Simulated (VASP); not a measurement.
# LiAl32O48 (a cell with a defect) in VASP: further runs, part 2 of 2

VASP 6.6.1. Earlier steps stand in the parts before.

## (3) Single point, PBE

The input, INCAR:

```
PREC     = Accurate       # precision mode
ENCUT    = 520            # plane-wave cutoff, eV
EDIFF    = 1E-6           # SCF threshold, eV
ISMEAR   = -1             # smearing method
SIGMA    = 0.01           # smearing width, eV
LREAL    = Auto         
LASPH    = True           # aspherical terms in the spheres
NELM     = 100            # most SCF steps
ALGO     = Normal         # electronic algorithm
ISIF     = 2              # what is computed and relaxed
LWAVE    = False          # write WAVECAR
LCHARG   = False          # write CHGCAR
GGA      = PE             # functional
NELECT   = 386.0        
NBANDS   = 240            # bands
```

The input, KPOINTS:

```
Automatic mesh
0
Gamma
  1 1 1
```

The input, POSCAR:

```
LiAl32O48
1.0
    4.8078835200      2.7758328500      8.7484141900
   -4.8078835200      2.7758328500      8.7484141900
    0.0000000000     -5.5516656900      8.7484141900
Al O Li
32 48 1
Direct
    0.3039988990      0.3227907436      0.3528739642
    0.4270725042      0.4288735045      0.4272915880
    0.0743771321      0.0733097185      0.0769958127
    0.1762698423      0.1782809144      0.1758087918
    0.3195171375      0.3218412370      0.8212021219
    0.4201063672      0.4349553126      0.9001906056
    0.0715460591      0.0748470958      0.5753721688
    0.1704849384      0.1721779911      0.6872166354
    0.3235686793      0.8261765295      0.3239198144
    0.4242173932      0.9312510994      0.4248279887
    0.0719921654      0.5750979478      0.0748741038
    0.1750132615      0.6778407509      0.1756802802
    0.3234045603      0.8242877431      0.8243715045
    0.4255127687      0.9252397255      0.9281182322
    0.0715485591      0.5746422779      0.5764332601
    0.1744082208      0.6796979163      0.6735540433
    0.8239532610      0.3244717345      0.3230581466
    0.9224423530      0.4276691352      0.4262214176
    0.5752675878      0.0753232797      0.0690764760
    0.6910043066      0.1617215173      0.1866152272
    0.8226481942      0.3263951153      0.8213818013
    0.9245746928      0.4269459566      0.9266997877
    0.5721572545      0.0732302339      0.5782316462
    0.6764576516      0.1767974601      0.6746280806
    0.8254299828      0.8197060504      0.3269672104
    0.9261439726      0.9257354768      0.4285866518
    0.5755238472      0.5766074841      0.0743971305
    0.6761304939      0.6788824324      0.1748274207
    0.8237382674      0.8249937054      0.8236739433
    0.9260457359      0.9261416201      0.9268343583
    0.5749498309      0.5802286609      0.5660219078
    0.6747975410      0.6769479674      0.6766950312
    0.2218607268      0.0322074217      0.3743850637
    0.4695569904      0.1358968688      0.2770966044
    0.0275873177      0.3760111081      0.2218132066
    0.3748669883      0.2255830057      0.0240024932
    0.1155228244      0.2789306933      0.4803081059
    0.2736441472      0.4729975625      0.1264830457
    0.2210720158      0.0262806910      0.8794752858
    0.4712398726      0.1245384617      0.7787801559
    0.0258243745      0.3751600007      0.7243344296
    0.3699035141      0.2223901650      0.5352561586
    0.1232710016      0.2785503458      0.9724895549
    0.2756658814      0.4736544550      0.6244655566
    0.2206612544      0.5284116385      0.3765691704
    0.4714785989      0.6266208766      0.2782982051
    0.0268915703      0.8752274301      0.2234960866
    0.3754328902      0.7197490520      0.0299756904
    0.1248185574      0.7794748083      0.4718350090
    0.2782928006      0.9730346732      0.1256608281
    0.2174272647      0.5310700545      0.8729332272
    0.4691880320      0.6278850963      0.7752418587
    0.0279002967      0.8762394844      0.7215931450
    0.3738751203      0.7252713205      0.5261326889
    0.1245716905      0.7788502284      0.9722862545
    0.2768169923      0.9746506619      0.6255661308
    0.7224667556      0.0236998271      0.3823963528
    0.9714395346      0.1251569691      0.2789684546
    0.5327191356      0.3726274867      0.2229055141
    0.8749722215      0.2212731486      0.0296296498
    0.6246861328      0.2780358878      0.4711851515
    0.7780240319      0.4730160187      0.1245804606
    0.7222923189      0.0283857410      0.8735590522
    0.9701276740      0.1245803592      0.7816730621
    0.5255991925      0.3805222585      0.7117036419
    0.8733650071      0.2235275085      0.5281177653
    0.6263815294      0.2804521838      0.9551161952
    0.7757747934      0.4754382745      0.6231517763
    0.7220183393      0.5304126158      0.3722486372
    0.9713505403      0.6248589930      0.2789515695
    0.5277558010      0.8788807800      0.2208020256
    0.8744243582      0.7239695901      0.0282171942
    0.6234793334      0.7818140761      0.4701910662
    0.7763464966      0.9741801163      0.1271388294
    0.7187562580      0.5275910610      0.8768186167
    0.9700924321      0.6260768183      0.7784035064
    0.5267430815      0.8747223936      0.7236620734
    0.8745629349      0.7207436926      0.5297737124
    0.6246936998      0.7789834194      0.9724278009
    0.7774010529      0.9724586070      0.6261243240
    0.4760953325      0.3564462192      0.1069938683
```

Potentials or basis: VASP PAW PBE potentials, release 64 (Al, O, Li_sv).

Command:

```bash
$ cat potpaw_PBE.64/Al/POTCAR potpaw_PBE.64/O/POTCAR potpaw_PBE.64/Li_sv/POTCAR > POTCAR
$ mpirun -np 1 vasp_gam > vasp.out
```

OUTCAR:

```text
PREC = Accurate
   ENCUT = 520
   EDIFF = 1E-6
   ISMEAR = -1
   LREAL = Auto
   LASPH = True
   NELM = 100
   ISIF = 2
   GGA = PE
   NELECT = 386.0

 ion  position               nearest neighbor table
   1  0.304  0.323  0.353-  37 1.78  42 1.88  45 1.90  34 1.93  38 2.04  81 2.08  59 2.16   2 2.67
                             8 2.68  12 2.86  20 3.10  18 3.16  10 3.23
   2  0.427  0.429  0.427-  61 1.86  44 1.86  46 1.86  59 2.02  45 2.02  42 2.04   1 2.67  27 2.83
                            15 2.84  23 2.84   5 3.19  17 3.23   9 3.24
   3  0.074  0.073  0.077-  39 1.87  47 1.87  60 1.88  58 1.97  50 1.98  43 1.98   4 2.67  14 2.81
                            26 2.82  22 2.84  20 3.13   8 3.20  12 3.24
   4  0.176  0.178  0.176-  35 1.87  33 1.87  36 1.88  50 2.00  43 2.00  58 2.01   3 2.67  17 2.82
                             9 2.82   5 2.83  11 3.24  19 3.25   7 3.26
   5  0.320  0.322  0.821-  43 1.84  40 1.85  44 1.85  36 2.02  65 2.04  51 2.04   6 2.57   4 2.83
                            24 2.85  16 2.86   2 3.19  22 3.21  14 3.22
   6  0.420  0.435  0.900-  52 1.84  65 1.86  51 1.86  36 1.97  67 1.98  38 2.07  81 2.12   5 2.57
                            31 2.71  11 2.83  19 2.91  13 3.25  16 3.33  21 3.34
   7  0.072  0.075  0.575-  53 1.86  66 1.87  33 1.88  37 1.97  56 2.00  64 2.00   8 2.70  30 2.81
                            10 2.82  18 2.83  24 3.23  16 3.23   4 3.26
   8  0.170  0.172  0.687-  39 1.84  41 1.87  42 1.90  64 1.95  56 1.98  37 2.03   1 2.68   7 2.70
                            21 2.78  13 2.78   3 3.20  23 3.28  15 3.28
   9  0.324  0.826  0.324-  50 1.87  49 1.88  46 1.88  54 1.97  71 2.00  33 2.01  10 2.68  16 2.80
[... 83 lines left out ...]
  69  0.722  0.530  0.372-  31 1.85  28 1.86  18 1.97  17 2.00
  70  0.971  0.625  0.279-  25 1.85  18 1.87  11 1.99  12 1.99
  71  0.528  0.879  0.221-  19 1.86  28 1.88  10 1.99   9 2.00
  72  0.874  0.724  0.028-  28 1.86  11 1.87  30 1.98  29 1.99
  73  0.623  0.782  0.470-  25 1.86  10 1.88  31 1.97  32 2.01
  74  0.776  0.974  0.127-  30 1.90  25 1.90  20 1.93  19 2.01
  75  0.719  0.528  0.877-  27 1.88  32 1.88  21 1.98  22 2.00
  76  0.970  0.626  0.778-  29 1.87  22 1.87  15 1.97  16 2.00
  77  0.527  0.875  0.724-  23 1.87  32 1.87  13 1.98  14 1.99
  78  0.875  0.721  0.530-  15 1.86  32 1.87  25 1.97  26 2.00
  79  0.625  0.779  0.972-  14 1.87  29 1.88  27 1.96  28 1.98
  80  0.777  0.972  0.626-  29 1.86  26 1.87  24 1.98  23 1.99
  81  0.476  0.356  0.107-  67 1.66  38 1.68  59 1.72  34 1.95   1 2.08   6 2.12  20 2.19  19 2.67
[... 303 lines left out ...]
 non-spin polarized calculation
  energy-cutoff  :      520.00
  volume of cell :      700.53
 maximum number of plane-waves:      9404
 NGX is ok and might be reduce to    80
   NGX = 39   NGY = 39   NGZ = 39

 number of electron     386.0000028 magnetization

 Free energy of the ion-electron system (eV)
  ---------------------------------------------------
  ext. energy  EPLUGINS =         0.00000000
  ---------------------------------------------------
  free energy    TOTEN  =      -606.78522432 eV

  energy without entropy =     -606.78522432  energy(sigma->0) =     -606.78522432

 E-fermi :   6.2428     XC(G=0): -11.5540

 val. band max:        5.8847246083   @ k =   0.0000   0.0000   0.0000
 cond. band min:      11.7052737535   @ k =   0.0000   0.0000   0.0000
 fundamental gap:      5.8205491452
 Fermi energy:         6.2427888897

 k-point     1 :       0.0000    0.0000    0.0000
  band No.  band energies     occupation
      1     -37.1061      2.00000
      2     -13.1451      2.00000
      3     -12.2601      2.00000
      4     -12.2002      2.00000
      5     -12.1491      2.00000
      6     -12.0868      2.00000
[... 197 lines left out ...]
    204      15.0395      0.00000
    205      15.0838      0.00000
 [bands above 205 left out]

------------------------ aborting loop because EDIFF is reached ----------------------------------------

  FORCE on cell =-STRESS in cart. coord.  units (eV):
  Direction    XX          YY          ZZ          XY          YZ          ZX
  --------------------------------------------------------------------------------------
  -------------------------------------------------------------------------------------
  Total       -3.3598339      1.3740573     -2.7535853      1.1539028     -4.4943557      3.1344525
  in kB       -7.6842335      3.1425889     -6.2976900      2.6390765    -10.2789840      7.1687665
  external PRESSURE =      -3.6131115 kB  Pullay stress =       0.0000000 kB

 VOLUME and BASIS-vectors are now :
 -----------------------------------------------------------------------------
  energy-cutoff  :      520.00
  volume of cell :      700.53
      direct lattice vectors                 reciprocal lattice vectors
     4.807883520  2.775832850  8.748414190     0.103995864  0.060042040  0.038102144
    -4.807883520  2.775832850  8.748414190    -0.103995864  0.060042040  0.038102144
     0.000000000 -5.551665690  8.748414190     0.000000000 -0.120084080  0.038102144

 POSITION                                       TOTAL-FORCE (eV/Angst)
 -----------------------------------------------------------------------------------
     -0.09035     -0.21917      8.57050         0.032220     -0.015985     -0.112307
     -0.00866      0.00378     11.22629         0.013577      0.003643     -0.018004
      0.00513     -0.01750      1.96562         0.003587     -0.000259     -0.019619
     -0.00967      0.00814      4.63980        -0.008898     -0.001210     -0.008520
     -0.01117     -2.77874     12.79509         0.009453     -0.000174     -0.042261
     -0.07139     -2.62405     15.35567         0.014536     -0.081784     -0.087671
[... 73 lines left out ...]
     -0.93781      1.38128     20.78609         0.011200     -0.010884     -0.001855
      0.57526      1.71700      8.21945        -0.150488      0.444722      0.752364
 -----------------------------------------------------------------------------------
    total drift:                               -0.006909     -0.004571      0.016858

  FREE ENERGIE OF THE ION-ELECTRON SYSTEM (eV)
  ---------------------------------------------------
  free  energy   TOTEN  =      -606.7852243213 eV

  energy  without entropy=     -606.7852243213  energy(sigma->0) =     -606.78522432
```

It took 5.6 min on 1 thread of AMD EPYC 7R13 (Zen 3), shared host; peak memory 0.92 GiB.

What came out:

| Property | Result |
| --- | --- |
| Free energy | -606.7852 eV |
| Largest force | 0.887 eV/Å |

Forces on the atoms (eV/Å):
```
Al   0.032 -0.016 -0.112
Al   0.014  0.004 -0.018
Al   0.004  0.000 -0.020
Al  -0.009 -0.001 -0.009
Al   0.009  0.000 -0.042
Al   0.015 -0.082 -0.088
Al  -0.002 -0.009 -0.021
Al   0.001 -0.002 -0.006
Al  -0.005 -0.004 -0.002
Al  -0.007  0.035 -0.001
Al   0.004 -0.007 -0.019
Al   0.000 -0.009  0.003
Al   0.016 -0.005 -0.028
Al  -0.001 -0.005 -0.001
Al   0.014  0.004 -0.020
Al  -0.002 -0.003 -0.003
Al  -0.006 -0.007 -0.009
Al  -0.007 -0.012 -0.008
Al  -0.103  0.008  0.049
Al   0.077 -0.030  0.029
Al   0.017 -0.001 -0.021
Al  -0.002 -0.003  0.010
Al   0.006 -0.018 -0.007
Al   0.002 -0.007  0.007
Al   0.016 -0.013 -0.017
Al   0.003 -0.009  0.011
Al  -0.003  0.025  0.076
Al  -0.017 -0.010  0.048
Al  -0.003 -0.009  0.002
Al  -0.021 -0.023  0.005
Al  -0.012 -0.035 -0.014
Al   0.005 -0.013  0.001
O   -0.009  0.003  0.002
O   -0.055  0.123 -0.033
O   -0.004 -0.003 -0.011
O   -0.014  0.013 -0.091
O   -0.015 -0.029 -0.039
O   -0.027 -0.028 -0.068
O    0.012 -0.010 -0.008
O    0.003 -0.004 -0.039
O    0.001 -0.005 -0.011
O    0.021  0.017 -0.038
O   -0.004 -0.006 -0.030
O    0.003 -0.003 -0.027
O    0.022 -0.004 -0.034
O   -0.003 -0.005  0.010
O    0.008 -0.015 -0.002
O    0.027 -0.021 -0.009
O    0.001 -0.003 -0.012
O    0.005 -0.011 -0.010
O   -0.022 -0.009 -0.030
O    0.028 -0.050 -0.032
O   -0.001 -0.005 -0.009
O   -0.003 -0.004 -0.007
O    0.007 -0.009 -0.007
O    0.011  0.020 -0.010
O    0.020 -0.042  0.008
O   -0.002 -0.012 -0.005
O    0.050 -0.006  0.150
O    0.012 -0.007 -0.010
O   -0.006 -0.003 -0.012
O    0.003  0.007  0.016
O   -0.017 -0.026  0.003
O    0.008 -0.010 -0.007
O    0.008 -0.003 -0.030
O   -0.002 -0.012 -0.011
O    0.078  0.078 -0.079
O   -0.005 -0.007 -0.006
O   -0.016 -0.006  0.004
O    0.013 -0.009 -0.008
O   -0.021  0.012  0.025
O   -0.005 -0.005  0.003
O   -0.012 -0.009  0.002
O    0.006 -0.016  0.017
O   -0.004 -0.021 -0.011
O   -0.010 -0.004 -0.012
O    0.012 -0.017 -0.012
O    0.015 -0.014 -0.007
O   -0.011  0.000  0.000
O    0.011 -0.011 -0.002
Li  -0.150  0.445  0.752
```

Caveat: the k points lie up to 0.79 Å⁻¹ apart; the cell carries a net charge on a neutralising background, which shifts energy and pressure; the cell is charged against a uniform background, so pressure and absolute levels hang on convention; the cutoff is under 1.25 times the usual one of these potentials, so pressure, stress and relaxed cells hold a basis-set (Pulay) error.
